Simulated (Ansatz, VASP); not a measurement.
# One calculation of CdSe, two programs

```
CELL_PARAMETERS angstrom
0.00000 3.04966 3.04966
3.04966 0.00000 3.04966
3.04966 3.04966 0.00000
ATOMIC_POSITIONS crystal
Cd 0.00000 0.00000 0.00000
Se 0.25000 0.25000 0.25000
```

Alike in both runs: task single point; functional r2SCANh; k mesh 4 × 4 × 4; occupations fermi-dirac, width 0.05 eV; no spin polarisation.

|  | VASP | Ansatz |
| --- | --- | --- |
| version | VASP 6.6.1 | Ansatz 0.2.0 |
| potentials or method | VASP PAW PBE potentials, release 64 (Cd, Se) | Ansatz PAW |
| plane-wave cutoff (eV) | 520 | 500 |
| valence electrons in the cell | 18 | 36 |

Ansatz gave:

| Quantity | Value |
| --- | --- |
| gap on the k mesh at the Fermi level (eV) | 1.62 |
| least direct gap on the mesh (eV) | 1.62 |
| pressure (GPa) | 0.8 |

Task: Which values does VASP return?

Result: gap on the k mesh at the Fermi level (eV): 1.63; least direct gap on the mesh (eV): 1.63; pressure (GPa): 1.0.

VASP's potentials were made for PBE, not for r2SCANh. VASP's potentials hold 18 valence electrons a cell and Ansatz's 36, so a difference there can come from the potentials and not from the codes.

The k mesh is coarse, so the values compare programs but aren't converged.
